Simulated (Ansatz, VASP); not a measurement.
## BAs: VASP beside Ansatz

File INCAR:

```
PREC = Accurate
ENCUT = 500
EDIFF = 1E-6
ISMEAR = -1
SIGMA = 0.03
LREAL = F
LASPH = T
NELM = 120
ALGO = Normal
ISIF = 2
LWAVE = F
LCHARG = F
GGA = PS
NBANDS = 11
GGA_COMPAT = F
```

Contents of KPOINTS:

```
Automatic mesh
0
Gamma
  15 15 15
```

File POSCAR:

```
BAs
1.0
    0.0000000000      2.3562190158      2.3562190158
    2.3562190158      0.0000000000      2.3562190158
    2.3562190158      2.3562190158      0.0000000000
B As
1 1
Direct
    0.0000000000      0.0000000000      0.0000000000
    0.7500000000      0.7500000000      0.7500000000
```

Input for Ansatz:

```yaml
crystal:
  lattice:
    - [0.0, 2.3562190158, 2.3562190158]
    - [2.3562190158, 0.0, 2.3562190158]
    - [2.3562190158, 2.3562190158, 0.0]
  atoms:
    - { symbol: B, position: [0.0, 0.0, 0.0] }
    - { symbol: As, position: [0.75, 0.75, 0.75] }
kpoints:
  mp_grid: { grid: [15, 15, 15] }
scf:
  occupations: { method: fermi_dirac, width: 0.03 }
hamiltonian:
  xc: pbesol
  pseudopotentials: { kind: all_electron, lapw: { basis_error: 0.00025 } }
output:
  forces: true
  stress: true
  eigenvalues: true
```

Change from the starting cell: functional pbesol, volume scaled by 0.96.

Alike in both runs: task single point; functional PBEsol; k mesh 15 × 15 × 15; occupations fermi-dirac, width 0.03 eV; no spin polarisation.

|  | VASP | Ansatz |
| --- | --- | --- |
| version | VASP 6.6.1 | Ansatz 0.2.0 |
| potentials or method | VASP PAW PBE potentials, release 64 (B, As), cutoff 500 eV | all-electron LAPW, scalar-relativistic |

```csv
,VASP,Ansatz,Ansatz less VASP
pressure (GPa),6.3,5.3,-1.07
```

VASP's potentials were made for PBE, not for PBEsol. Ansatz ran all-electron here, and VASP with PAW potentials.
